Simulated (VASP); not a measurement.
# C (P-3m1) in VASP: single point with r2SCAN

Aim: the single point of C with r2SCAN.

All numbers are computed with VASP 6.6.1; they aren't measurements. Logs are shortened: lines on timing, memory, paths and dates and some standing lists are left out, and cuts for length are marked.

### 1 The cell of the first run

Symmetry: P-3m1, No. 164, trigonal system. Conventional cell: a = 2.518 Å, b = 2.518 Å, c = 12.583 Å, α = 90.00°, β = 90.00°, γ = 120.00°. Within 2.1 Å of C (site symmetry 3m) lie 4 C at 1.54 Å. C (site symmetry 3m) has 4 C at 1.54 Å within 2.1 Å. C (site symmetry 3m) has 4 C at 1.54 Å within 2.1 Å. C (site symmetry 3m) has 4 C at 1.54 Å within 2.1 Å. Within 2.1 Å of C (site symmetry 3m) lie 4 C at 1.54 Å. Within 2.1 Å of C (site symmetry 3m) lie 4 C at 1.54 to 1.79 Å.

### 2 Single point, r2SCAN (the distance across one plane changed)

Input file POSCAR:

```
C
1.0
    1.7801417073     -1.7801417073      0.0000000000
    1.7801417073      0.0000000000     -1.7801417073
    7.2649043966      7.2649043966      7.2649043966
C
12
Direct
    0.6666666667      0.6666666667      0.2654851456
    0.0000000000      0.0000000000      0.1021297767
    0.3333333333      0.3333333333      0.4288405146
    0.6666666667      0.6666666667      0.7555512525
    1.0000000000      1.0000000000      0.5921958836
    0.3333333333      0.3333333333      0.9189066215
    0.6666666667      0.6666666667      0.3880016724
    1.0000000000      1.0000000000      0.2246463034
    0.3333333333      0.3333333333      0.5513570413
    0.6666666667      0.6666666667      0.8780677793
    0.0000000000      0.0000000000      0.7147124103
    0.3333333333      0.3333333333      0.0612909344
```

Input file INCAR.step1:

```
SYSTEM = C
ALGO = Normal ; EDIFF = 1E-5
ENCUT = 1430 ; GGA = PE
GGA_COMPAT = .False. ; ISMEAR = 0
LASPH = .True. ; LCHARG = .False.
LREAL = .False. ; LWAVE = .True.
NBANDS = 36 ; NELM = 120
PREC = Accurate ; SIGMA = 0.05
```

Input file INCAR.step2:

```
SYSTEM = C
ALGO = Normal ; EDIFF = 1E-6
ENCUT = 1430 ; GGA_COMPAT = .False.
ISIF = 2 ; ISMEAR = 0
ISTART = 1 ; LASPH = .True.
LCHARG = .False. ; LMIXTAU = .True.
LREAL = .False. ; LWAVE = .False.
METAGGA = R2SCAN ; NBANDS = 36
NELM = 120 ; PREC = Accurate
SIGMA = 0.05
```

Input file KPOINTS:

```
k-points
0
Gamma
  10 10 2
  0 0 0
```

Potentials or basis: VASP PAW PBE potentials, release 64 (C_h).

Launch:

```bash
$ cat potpaw_PBE.64/C_h/POTCAR > POTCAR
$ cp INCAR.step1 INCAR
$ mpirun -np 1 vasp_std > vasp.out
$ cp INCAR.step2 INCAR
$ mpirun -np 1 vasp_std > vasp.out
```

OUTCAR:

```text
SYSTEM = C
   EDIFF = 1E-6
   ENCUT = 1430
   ISIF = 2
   ISMEAR = 0
   ISTART = 1
   LASPH = .True.
   LREAL = .False.
   METAGGA = R2SCAN
   NELM = 120
   PREC = Accurate

 ion  position               nearest neighbor table
   1  0.667  0.667  0.265-
   2  0.000  0.000  0.102-
   3  0.333  0.333  0.429-
   4  0.667  0.667  0.756-
   5  0.000  0.000  0.592-
   6  0.333  0.333  0.919-
   7  0.667  0.667  0.388-
   8  0.000  0.000  0.225-
   9  0.333  0.333  0.551-
  10  0.667  0.667  0.878-
  11  0.000  0.000  0.715-
  12  0.333  0.333  0.061-

  LATTYP: Found a hexagonal cell.
 ALAT       =     2.5175005454
 C/A-ratio  =     4.9982843301

  Lattice vectors:

 A1 = (  -1.7801417073,   0.0000000000,   1.7801417073)
 A2 = (   1.7801417073,  -1.7801417073,  -0.0000000000)
 A3 = (   7.2649043966,   7.2649043966,   7.2649043966)

Analysis of symmetry for initial positions (statically):
=====================================================================
 Subroutine PRICEL returns:
 Original cell was already a primitive cell.

 Routine SETGRP: Setting up the symmetry group for a
 hexagonal supercell.

 Subroutine GETGRP returns: Found 12 space group operations
 (whereof  6 operations were pure point group operations)
 out of a pool of 24 trial point group operations.

The static configuration has the point symmetry C_3v.
 The point group associated with its full space group is D_3d.

Analysis of symmetry for dynamics (positions and initial velocities):
=====================================================================
 Subroutine PRICEL returns:
 Original cell was already a primitive cell.

 Routine SETGRP: Setting up the symmetry group for a
 hexagonal supercell.

 Subroutine GETGRP returns: Found 12 space group operations
 (whereof  6 operations were pure point group operations)
 out of a pool of 24 trial point group operations.

The dynamic configuration has the point symmetry C_3v.
 The point group associated with its full space group is D_3d.

 Subroutine INISYM returns: Found 12 space group operations
 (whereof  6 operations are pure point group operations),
 and found     1 'primitive' translations

----------------------------------------------------------------------------------------

                                     Primitive cell

  volume of cell :      69.0654

  direct lattice vectors                    reciprocal lattice vectors
     1.780141707 -1.780141707  0.000000000     0.187251010 -0.374502021  0.187251010
     1.780141707  0.000000000 -1.780141707     0.187251010  0.187251010 -0.374502021
     7.264904397  7.264904397  7.264904397     0.045882687  0.045882687  0.045882687

  length of vectors
     2.517500545  2.517500545 12.583183527     0.458669429  0.458669429  0.079471145

  position of ions in fractional coordinates (direct lattice)
     0.666666667  0.666666667  0.265485146
     0.000000000  0.000000000  0.102129777
     0.333333333  0.333333333  0.428840515
     0.666666667  0.666666667  0.755551252
     0.000000000  0.000000000  0.592195884
     0.333333333  0.333333333  0.918906621
     0.666666667  0.666666667  0.388001672
     0.000000000  0.000000000  0.224646303
     0.333333333  0.333333333  0.551357041
     0.666666667  0.666666667  0.878067779
     0.000000000  0.000000000  0.714712410
     0.333333333  0.333333333  0.061290934

  ion indices of the primitive-cell ions
   primitive index   ion index
                 1           1
                 2           2
                 3           3
                 4           4
                 5           5
                 6           6
                 7           7
                 8           8
                 9           9
                10          10
                11          11
                12          12

----------------------------------------------------------------------------------------

 KPOINTS: k-points

Automatic generation of k-mesh.
 Grid dimensions read from file:
 generate k-points for:   10   10    2

 Generating k-lattice:

  Cartesian coordinates                     Fractional coordinates (reciprocal lattice)
     0.018725101 -0.037450202  0.018725101     0.100000000  0.000000000  0.000000000
     0.018725101  0.018725101 -0.037450202     0.000000000  0.100000000  0.000000000
     0.022941343  0.022941343  0.022941343     0.000000000  0.000000000  0.500000000

  Length of vectors
     0.045866943  0.045866943  0.039735572

  Shift w.r.t. Gamma in fractional coordinates (k-lattice)
     0.000000000  0.000000000  0.000000000

 Subroutine IBZKPT returns following result:
 ===========================================

 Found     28 irreducible k-points:

 Following reciprocal coordinates:
            Coordinates               Weight
  0.000000  0.000000  0.000000      1.000000
  0.100000  0.000000  0.000000      6.000000
  0.200000  0.000000  0.000000      6.000000
  0.300000  0.000000  0.000000      6.000000
  0.400000  0.000000  0.000000      6.000000
  0.500000  0.000000  0.000000      3.000000
[... 16 lines left out ...]
  0.400000  0.100000  0.500000     12.000000
  0.500000  0.100000  0.500000     12.000000
 [... further k-points ...]
   k-points           NKPTS =     28   k-points in BZ     NKDIM =     28   number of bands    NBANDS=     36
   number of dos      NEDOS =    301   number of ions     NIONS =     12
   total plane-waves  NPLWV = 163840
   dimension x,y,z NGX =    32 NGY =   32 NGZ =  160
   dimension x,y,z NGXF=    64 NGYF=   64 NGZF=  320
   ions per type =              12
   NGX,Y,Z   is equivalent  to a cutoff of  21.13, 21.13, 21.14 a.u.
   NGXF,Y,Z  is equivalent  to a cutoff of  42.26, 42.26, 42.28 a.u.
 SYSTEM =  C
   PREC   = accura    normal or accurate (medium, high low for compatibility)
   ISTART =      1    job   : 0-new  1-cont  2-samecut
   ICHARG =      0    charge: 1-file 2-atom 10-const
   ISPIN  =      1    spin polarized calculation?
   LNONCOLLINEAR =      F non collinear calculations
   LSORBIT =      F    spin-orbit coupling
   LASPH  =      T    aspherical Exc in radial PAW
   ENCUT  = 1430.0 eV 105.10 Ry   10.25 a.u.   7.76  7.76 38.80*2*pi/ulx,y,z
   NELM   =    120;   NELMIN=  2; NELMDL=  0     # of ELM steps
   EDIFF  = 0.1E-05   stopping-criterion for ELM
   LREAL  =      F    real-space projection
   EDIFFG = 0.1E-04   stopping-criterion for IOM
   NSW    =      0    number of steps for IOM
   IBRION =     -1    ionic relax: 0-MD 1-quasi-New 2-CG
   NFREE  =      0    steps in history (QN), initial steepest desc. (CG)
   ISIF   =      2    stress and relaxation
   ISYM   =      2    0-nonsym 1-usesym 2-fastsym
   POTIM  = 0.5000    time-step for ionic-motion
   TEBEG  =    0.0;   TEEND  =   0.0 temperature during run
   PSTRESS=    0.0 pullay stress
   NELECT =      48.0000    total number of electrons
   NUPDOWN=      -1.0000    fix difference up-down
   EMIN   =  10.00;   EMAX   =-10.00  energy-range for DOS
   EFERMI =   0.00;   METHOD = LEGACY
   ISMEAR =     0;   SIGMA  =   0.05  broadening in eV -4-tet -1-fermi 0-gaus
   EFERMI_NEDOS =   21; number of points for ismear=-14 and -15
   IALGO  =     38    algorithm
   IMIX   =      4    mixing-type and parameters
     AMIX     =   0.40;   BMIX     =  1.00
     AMIX_MAG =   1.60;   BMIX_MAG =  1.00
  volume/ion in A,a.u.               =       5.76        38.84
  Fermi-wavevector in a.u.,A,eV,Ry     =   1.450113  2.740316 28.610703  2.102827
  Thomas-Fermi vector in A             =   2.567762
   LORBIT       =      0    0 simple, 1 ext, 2 COOP (PROOUT), +10 PAW based schemes
   METAGGA = R2SCAN    functional components
   LHFCALC =     F    Hartree Fock is set to
   AEXX    =    0.0000 exact exchange contribution
   IVDW    =     0    specifies the selected vdW correction
   LEPSILON=     F    determine dielectric tensor
   LRPA    =     F    only Hartree local field effects (RPA)
 non-spin polarized calculation
 Gauss-broadening in eV      SIGMA  =   0.05
  energy-cutoff  :     1430.00
  volume of cell :       69.07
 maximum number of plane-waves:      8538
   NGX = 15   NGY = 15   NGZ = 77

 number of electron      48.0000000 magnetization

 Free energy of the ion-electron system (eV)
  ---------------------------------------------------
  ext. energy  EPLUGINS =         0.00000000
  ---------------------------------------------------
  free energy    TOTEN  =      -117.83446727 eV

  energy without entropy =     -117.83446727  energy(sigma->0) =     -117.83446727

 E-fermi :  11.0689     XC(G=0): -14.1824

 val. band max:       10.7979032959   @ k =   0.0000   0.0000   0.0000
 cond. band min:      14.8605281595   @ k =   0.4000   0.0000   0.5000
 fundamental gap:      4.0626248636
 Fermi energy:        11.0688996849

 k-point     1 :       0.0000    0.0000    0.0000
  band No.  band energies     occupation
      1     -11.9669      2.00000
      2     -11.3092      2.00000
      3     -10.8352      2.00000
      4      -9.0155      2.00000
      5      -8.5418      2.00000
      6      -6.2496      2.00000
[... 28 lines left out ...]
     35      19.3595      0.00000
     36      19.4481      0.00000

 k-point     2 :       0.1000    0.0000    0.0000
  band No.  band energies     occupation
      1     -11.7092      2.00000
      2     -11.0532      2.00000
      3     -10.5795      2.00000
      4      -8.7667      2.00000
      5      -8.2935      2.00000
      6      -6.0178      2.00000
[... 28 lines left out ...]
     35      19.5335      0.00000
     36      19.7254      0.00000

 k-point     3 :       0.2000    0.0000    0.0000
  band No.  band energies     occupation
      1     -10.9404      2.00000
      2     -10.2898      2.00000
      3      -9.8170      2.00000
      4      -8.0267      2.00000
      5      -7.5547      2.00000
      6      -5.3290      2.00000
[... 28 lines left out ...]
     35      20.6974      0.00000
     36      21.5562      0.00000

 k-point     4 :       0.3000    0.0000    0.0000
  band No.  band energies     occupation
      1      -9.6760      2.00000
      2      -9.0371      2.00000
      3      -8.5662      2.00000
      4      -6.8253      2.00000
      5      -6.3517      2.00000
      6      -4.2181      2.00000
[... 28 lines left out ...]
     35      20.4573      0.00000
     36      20.7211      0.00000

 k-point     5 :       0.4000    0.0000    0.0000
  band No.  band energies     occupation
      1      -7.9613      2.00000
      2      -7.3574      2.00000
      3      -6.8874      2.00000
      4      -5.3731      2.00000
      5      -4.7795      2.00000
      6      -3.1965      2.00000
[... 655 lines left out ...]
 k-point    22 :       0.3000    0.1000    0.5000
  band No.  band energies     occupation
      1     -10.1222      2.00000
      2      -9.7579      2.00000
      3      -8.5819      2.00000
      4      -8.0827      2.00000
      5      -5.7872      2.00000
      6      -5.4149      2.00000
[... 28 lines left out ...]
     35      21.1175      0.00000
     36      21.4134      0.00000

 k-point    23 :       0.4000    0.1000    0.5000
  band No.  band energies     occupation
      1      -8.6310      2.00000
      2      -8.2707      2.00000
      3      -7.1381      2.00000
      4      -6.6377      2.00000
      5      -4.4975      2.00000
      6      -4.0806      2.00000
[... 28 lines left out ...]
     35      20.5902      0.00000
     36      21.5957      0.00000

 k-point    24 :       0.5000    0.1000    0.5000
  band No.  band energies     occupation
      1      -6.7658      2.00000
      2      -6.4202      2.00000
      3      -5.6252      2.00000
      4      -4.9421      2.00000
      5      -4.3738      2.00000
      6      -2.9338      2.00000
[... 28 lines left out ...]
     35      20.6974      0.00000
     36      21.6659      0.00000

 [... further k-points ...]

------------------------ aborting loop because EDIFF is reached ----------------------------------------

  FORCE on cell =-STRESS in cart. coord.  units (eV):
  Direction    XX          YY          ZZ          XY          YZ          ZX
  --------------------------------------------------------------------------------------
  -------------------------------------------------------------------------------------
  Total       -2.7652928     -2.7652928     -2.7652928     -2.1402893     -2.1402893     -2.1402893
  in kB      -64.1492231    -64.1492231    -64.1492231    -49.6503992    -49.6503992    -49.6503992
  external PRESSURE =     -64.1492231 kB  Pullay stress =       0.0000000 kB

 VOLUME and BASIS-vectors are now :
 -----------------------------------------------------------------------------
  energy-cutoff  :     1430.00
  volume of cell :       69.07
      direct lattice vectors                 reciprocal lattice vectors
     1.780141707 -1.780141707  0.000000000     0.187251010 -0.374502021  0.187251010
     1.780141707  0.000000000 -1.780141707     0.187251010  0.187251010 -0.374502021
     7.264904397  7.264904397  7.264904397     0.045882687  0.045882687  0.045882687

 POSITION                                       TOTAL-FORCE (eV/Angst)
 -----------------------------------------------------------------------------------
      4.30225      0.74196      0.74196        -0.013321     -0.013321     -0.013321
      0.74196      0.74196      0.74196        -0.790886     -0.790886     -0.790886
      4.30225      2.52210      2.52210        -0.000983     -0.000983     -0.000983
      7.86253      4.30225      4.30225        -0.063927     -0.063927     -0.063927
      4.30225      4.30225      4.30225        -0.003727     -0.003727     -0.003727
      7.86253      6.08239      6.08239         1.112384      1.112384      1.112384
      5.19232      1.63203      1.63203         0.003727      0.003727      0.003727
      1.63203      1.63203      1.63203         0.063927      0.063927      0.063927
      5.19232      3.41218      3.41218         0.000983      0.000983      0.000983
      8.75260      5.19232      5.19232         0.790886      0.790886      0.790886
      5.19232      5.19232      5.19232         0.013321      0.013321      0.013321
      1.63203     -0.14811     -0.14811        -1.112384     -1.112384     -1.112384
 -----------------------------------------------------------------------------------
    total drift:                                0.000121      0.000121      0.000121

  FREE ENERGIE OF THE ION-ELECTRON SYSTEM (eV)
  ---------------------------------------------------
  free  energy   TOTEN  =      -117.8344672693 eV

  energy  without entropy=     -117.8344672693  energy(sigma->0) =     -117.83446727
```

Wall time 10 min (1 thread of Intel Xeon Platinum 8488C (Sapphire Rapids), shared host); peak memory 0.52 GiB.

What came out:

```yaml
Free_energy: -117.8345 eV
Pressure: -6.4 GPa
Largest_force: 1.927 eV/Å
Band_gap_on_the_k_mesh: 4.06 eV
```

Forces in eV/Å, atoms in the order of the input:
```
C   -0.013 -0.013 -0.013
C   -0.791 -0.791 -0.791
C   -0.001 -0.001 -0.001
C   -0.064 -0.064 -0.064
C   -0.004 -0.004 -0.004
C    1.112  1.112  1.112
C    0.004  0.004  0.004
C    0.064  0.064  0.064
C    0.001  0.001  0.001
C    0.791  0.791  0.791
C    0.013  0.013  0.013
C   -1.112 -1.112 -1.112
```

Stress tensor (GPa, compression positive):
```
-6.41 -4.97 -4.97
-4.97 -6.41 -4.97
-4.97 -4.97 -6.41
```

Levels at points of the mesh, in eV from the valence-band top:
```csv
k point,band 21,band 22,band 23,band 24,band 25,band 26,band 27,band 28
"(0.00, 0.00, 0.00)",-1.02,-0.21,-0.21,0.00,4.87,5.93,5.93,7.08
"(0.50, 0.00, 0.00)",-4.46,-4.16,-3.21,-2.91,4.37,4.99,5.33,5.77
"(0.00, 0.00, 0.50)",-0.57,-0.57,-0.42,-0.42,5.38,6.15,6.15,6.55
"(0.50, 0.00, 0.50)",-3.85,-3.63,-3.44,-3.40,4.57,5.14,5.39,6.07
```

Caveat: the cell differs from its parent crystal (the distance across one plane changed); the cell stands under tension; the PAW data sets were made with another functional, which shifts forces and pressure a little. A k mesh can miss the band edges.
